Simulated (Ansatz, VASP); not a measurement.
ZnSe in VASP and in Ansatz

```
Zn Se
1.0
     0.00000    2.88851    2.88851
     2.88851    0.00000    2.88851
     2.88851    2.88851    0.00000
Zn Se
1 1
Direct
  0.00000 0.00000 0.00000
  0.25000 0.25000 0.25000
```

Alike in both runs: task single point; functional r2SCAN; k mesh 8 × 8 × 8; occupations gaussian, width 0.02 eV; no spin polarisation.

|  | VASP | Ansatz |
| --- | --- | --- |
| version | VASP 6.6.1 | Ansatz 0.2.0 |
| potentials or method | VASP PAW PBE potentials, release 64 (Zn, Se), cutoff 520 eV | scalar-relativistic, plane waves, PAW |
| valence electrons in the cell | 18 | 28 |

|  | VASP | Ansatz | Ansatz less VASP |
| --- | --- | --- | --- |
| gap on the k mesh at the Fermi level (eV) | 1.62 | 1.62 | 0.000 |
| least direct gap on the mesh (eV) | 1.62 | 1.62 | 0.000 |
| pressure (GPa) | -3.3 | -3.4 | -0.06 |

VASP's potentials were made for PBE, not for r2SCAN. VASP's potentials hold 18 valence electrons a cell and Ansatz's 28, so a difference there can come from the potentials and not from the codes.
